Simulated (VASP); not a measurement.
# Ge (I4/mmm) in VASP: elastic constants with LDA

Aim: the elastic constants of Ge with LDA.

Everything below comes from runs of VASP 6.6.1. Logs are shortened: lines on timing, memory, paths and dates and some standing lists are left out, and cuts for length are marked.

## (1) The cell of the first run

Symmetry: I4/mmm, No. 139, tetragonal system. The conventional cell has a = 3.217 Å, b = 3.217 Å, c = 3.746 Å, α = 90.00°, β = 90.00°, γ = 90.00°. Ge (site symmetry 4/mmm) has 14 Ge at 2.95 to 3.75 Å within 3.9 Å.

## (2) Elastic constants, LDA

INCAR reads:

```
SYSTEM = Ge
PREC = Accurate
ENCUT = 600
EDIFF = 1E-8
ISMEAR = -1
SIGMA = 0.05
LREAL = .False.
LASPH = .True.
NELM = 100
ALGO = Normal
ISIF = 3
LWAVE = .False.
LCHARG = .False.
IBRION = 6
NFREE = 2
POTIM = 0.015
NSW = 1
```

KPOINTS reads:

```
regular mesh
0
Gamma
  9 9 9
  0 0 0
```

POSCAR reads:

```
Ge
1.0
   -1.6084200000      1.6084200000      1.8731800000
    1.6084200000     -1.6084200000      1.8731800000
    1.6084200000      1.6084200000     -1.8731800000
Ge
1
Direct
    0.5000000000      0.5000000000      0.0000000000
```

Potentials or basis: VASP PAW LDA potentials, release 64 (Ge_d).

Launch:

```console
cat potpaw_LDA.64/Ge_d/POTCAR > POTCAR
mpirun -np 1 vasp_std > vasp.out
```

OUTCAR:

```text
SYSTEM = Ge
   PREC = Accurate
   ENCUT = 600
   EDIFF = 1E-8
   ISMEAR = -1
   LREAL = .False.
   LASPH = .True.
   NELM = 100
   ISIF = 3
   IBRION = 6
   NFREE = 2
   POTIM = 0.015
   NSW = 1

 ion  position               nearest neighbor table
   1  0.500  0.500  0.000-

  LATTYP: Found a body centered tetragonal cell.
 ALAT       =     3.2168400000
 C/A-ratio  =     1.1646087465

  Lattice vectors:

 A1 = (  -1.6084200000,   1.6084200000,   1.8731800000)
 A2 = (   1.6084200000,  -1.6084200000,   1.8731800000)
 A3 = (   1.6084200000,   1.6084200000,  -1.8731800000)

Analysis of symmetry for initial positions (statically):
=====================================================================
 Subroutine PRICEL returns:
 Original cell was already a primitive cell.

 Routine SETGRP: Setting up the symmetry group for a
 body centered tetragonal supercell.

 Subroutine GETGRP returns: Found 16 space group operations
 (whereof 16 operations were pure point group operations)
 out of a pool of 16 trial point group operations.

The static configuration has the point symmetry D_4h.

Analysis of symmetry for dynamics (positions and initial velocities):
=====================================================================
 Subroutine PRICEL returns:
 Original cell was already a primitive cell.

 Routine SETGRP: Setting up the symmetry group for a
 body centered tetragonal supercell.

 Subroutine GETGRP returns: Found 16 space group operations
 (whereof 16 operations were pure point group operations)
 out of a pool of 16 trial point group operations.

The dynamic configuration has the point symmetry D_4h.

 Subroutine INISYM returns: Found 16 space group operations
 (whereof 16 operations are pure point group operations),
 and found     1 'primitive' translations

----------------------------------------------------------------------------------------

                                     Primitive cell

  volume of cell :      19.3838

  direct lattice vectors                    reciprocal lattice vectors
    -1.608420000  1.608420000  1.873180000     0.000000000  0.310864078  0.266925763
     1.608420000 -1.608420000  1.873180000     0.310864078  0.000000000  0.266925763
     1.608420000  1.608420000 -1.873180000     0.310864078  0.310864078  0.000000000

  length of vectors
     2.946664743  2.946664743  2.946664743     0.409738743  0.409738743  0.439628195

  position of ions in fractional coordinates (direct lattice)
     0.500000000  0.500000000  0.000000000

  ion indices of the primitive-cell ions
   primitive index   ion index
                 1           1

----------------------------------------------------------------------------------------

 KPOINTS: regular mesh

Automatic generation of k-mesh.
 Grid dimensions read from file:
 generate k-points for:    9    9    9

 Generating k-lattice:

  Cartesian coordinates                     Fractional coordinates (reciprocal lattice)
     0.000000000  0.034540453  0.029658418     0.111111111  0.000000000  0.000000000
     0.034540453  0.000000000  0.029658418     0.000000000  0.111111111  0.000000000
     0.034540453  0.034540453  0.000000000     0.000000000  0.000000000  0.111111111

  Length of vectors
[... 93 lines left out ...]
--------------------------------------- Ionic step        1  -------------------------------------------

 number of electron      13.9999999 magnetization

 Free energy of the ion-electron system (eV)
  ---------------------------------------------------
  ext. energy  EPLUGINS =         0.00000000
  ---------------------------------------------------
  free energy    TOTEN  =        -4.85621061 eV

  energy without entropy =       -4.84923517  energy(sigma->0) =       -4.85272289

------------------------ aborting loop because EDIFF is reached ----------------------------------------

  FORCE on cell =-STRESS in cart. coord.  units (eV):
  Direction    XX          YY          ZZ          XY          YZ          ZX
  --------------------------------------------------------------------------------------
  -------------------------------------------------------------------------------------
  Total       -0.5050671     -0.5050671     -0.8370947      0.0000000     -0.0000000      0.0000000
  in kB      -41.7466127    -41.7466127    -69.1905460      0.0000000     -0.0000000      0.0000000
  external PRESSURE =     -50.8945904 kB  Pullay stress =       0.0000000 kB
[... 86 lines left out ...]
  FREE ENERGIE OF THE ION-ELECTRON SYSTEM (eV)
  ---------------------------------------------------
  free  energy   TOTEN  =        -4.8647963969 eV

  energy  without entropy=       -4.8583320262  energy(sigma->0) =       -4.86156421

[... ionic steps 4 to 14 ...]

--------------------------------------- Ionic step       15  -------------------------------------------

 number of electron      14.0000001 magnetization

------------------------ aborting loop because EDIFF is reached ----------------------------------------
[... 65 lines left out ...]
--------------------------------------- Ionic step       17  -------------------------------------------

 number of electron      13.9999999 magnetization

 Free energy of the ion-electron system (eV)
  ---------------------------------------------------
  ext. energy  EPLUGINS =         0.00000000
  ---------------------------------------------------
  free energy    TOTEN  =        -4.85620907 eV

  energy without entropy =       -4.84923360  energy(sigma->0) =       -4.85272133

 E-fermi :   6.2468     XC(G=0): -11.4413

 val. band max:        6.2119984071   @ k =  -0.3333  -0.4444   0.2222
 cond. band min:       6.3002459648   @ k =  -0.3333   0.3333   0.2222
 fundamental gap:      0.0882475577
 Fermi energy:         6.2468001685

 k-point     1 :       0.0000    0.0000    0.0000
  band No.  band energies     occupation
      1     -18.6010      2.00000
      2     -18.6010      2.00000
      3     -18.5807      2.00000
      4     -18.5472      2.00000
      5     -18.5118      2.00000
      6      -6.7213      2.00000
      7      14.6916      0.00000
      8      14.9772      0.00000
      9      14.9772      0.00000
     10      20.2122      0.00000
     11      20.2122      0.00000
[... 309 lines left out ...]
 k-point    24 :       0.4444    0.4444   -0.0000
  band No.  band energies     occupation
      1     -18.6312      2.00000
      2     -18.5971      2.00000
      3     -18.5195      2.00000
      4     -18.5082      2.00000
      5     -18.4744      2.00000
      6      -0.3379      2.00000
      7       1.7168      2.00000
      8       7.7853      0.00000
      9      10.3184      0.00000
     10      14.4624      0.00000
     11      16.7384      0.00000

 [... further k-points ...]
[... 5 lines left out ...]
  --------------------------------------------------------------------------------------
  -------------------------------------------------------------------------------------
  Total       -0.4992135     -0.4992135     -0.8313779      0.0000000      0.0000000      0.0000000
  in kB      -41.2627820    -41.2627820    -68.7180193      0.0000000      0.0000000      0.0000000
  external PRESSURE =     -50.4145278 kB  Pullay stress =       0.0000000 kB
[... 16 lines left out ...]
  FREE ENERGIE OF THE ION-ELECTRON SYSTEM (eV)
  ---------------------------------------------------
  free  energy   TOTEN  =        -4.8562090670 eV

  energy  without entropy=       -4.8492335994  energy(sigma->0) =       -4.85272133

 INTERNAL STRAIN TENSORS FROM STRAINED CELLS
 ============================================

 INTERNAL STRAIN TENSOR FOR ION    1 for displacements in x,y,z  (eV/Angst):
          X           Y           Z          XY          YZ          ZX
  --------------------------------------------------------------------------------
  x     0.00000    -0.00000     0.00000     0.00000     0.00000     0.00000
  y     0.00000     0.00000     0.00000     0.00000     0.00000     0.00000
  z     0.00000     0.00000     0.00000     0.00000     0.00000     0.00000

 INTERNAL STRAIN TENSORS FROM DISPLACED ATOMS
 ============================================

 INTERNAL STRAIN TENSOR FOR ION    1 for displacements in x,y,z  (eV/Angst):
          X           Y           Z          XY          YZ          ZX
  --------------------------------------------------------------------------------
  x     0.00000     0.00000     0.00000     0.00000     0.00000     0.00000
  y     0.00000     0.00000     0.00000     0.00000     0.00000     0.00000
  z     0.00000     0.00000     0.00000     0.00000     0.00000     0.00000

 Eigenvectors and eigenvalues of the dynamical matrix
 ----------------------------------------------------

   1 f  =    0.000000 THz     0.000000 2PiTHz    0.000000 cm-1     0.000000 meV
             X         Y         Z           dx          dy          dz
      0.000000  0.000000  1.873180     1.000000    0.000000    0.000000

   2 f  =    0.000000 THz     0.000000 2PiTHz    0.000000 cm-1     0.000000 meV
             X         Y         Z           dx          dy          dz
      0.000000  0.000000  1.873180     0.000000    1.000000    0.000000

   3 f/i=    0.000000 THz     0.000000 2PiTHz    0.000000 cm-1     0.000000 meV
             X         Y         Z           dx          dy          dz
      0.000000  0.000000  1.873180     0.000000    0.000000    1.000000

--------------------------------------------------------------------------------------------------------

 ELASTIC MODULI CONTR FROM IONIC RELAXATION (kBar)
 Direction    XX          YY          ZZ          XY          YZ          ZX
 --------------------------------------------------------------------------------
 XX           0.0000      0.0000      0.0000      0.0000      0.0000      0.0000
 YY           0.0000      0.0000      0.0000      0.0000      0.0000      0.0000
 ZZ           0.0000      0.0000      0.0000      0.0000      0.0000      0.0000
 XY           0.0000      0.0000      0.0000      0.0000      0.0000      0.0000
 YZ           0.0000      0.0000      0.0000      0.0000      0.0000      0.0000
 ZX           0.0000      0.0000      0.0000      0.0000      0.0000      0.0000
 --------------------------------------------------------------------------------

 TOTAL ELASTIC MODULI (kBar)
 Direction    XX          YY          ZZ          XY          YZ          ZX
 --------------------------------------------------------------------------------
 XX        -325.5670   1522.1250    761.4757      0.0000      0.0000      0.0000
 YY        1522.1250   -325.5670    761.4757      0.0000     -0.0000      0.0000
 ZZ         761.4757    761.4757   -417.2805      0.0000     -0.0000      0.0000
 XY           0.0000      0.0000      0.0000   -392.8956      0.0000      0.0000
 YZ           0.0000     -0.0000     -0.0000      0.0000   -184.7461      0.0000
 ZX           0.0000      0.0000      0.0000      0.0000      0.0000   -184.7461
 --------------------------------------------------------------------------------
```

Wall time 2.2 min (1 thread of Intel Xeon Platinum 8488C (Sapphire Rapids), shared host); peak memory 0.22 GiB.

Results:

```
Voigt bulk modulus : 56 GPa
```

Elastic tensor in Voigt notation (GPa, in the Cartesian axes of the cell as first typed):
```
-33 152  76   0   0   0
152 -33  76   0   0   0
 76  76 -42   0   0   0
  0   0   0 -18   0   0
  0   0   0   0 -18   0
  0   0   0   0   0 -39
```

Clamped-ion elastic tensor (GPa):
```
-33 152  76   0   0   0
152 -33  76   0   0   0
 76  76 -42   0   0   0
  0   0   0 -18   0   0
  0   0   0   0 -18   0
  0   0   0   0   0 -39
```

Caveat: the cell is under stress, which shifts elastic constants; the elastic tensor has a negative eigenvalue, so either the cell is unstable as it stands or the mesh is too thin.
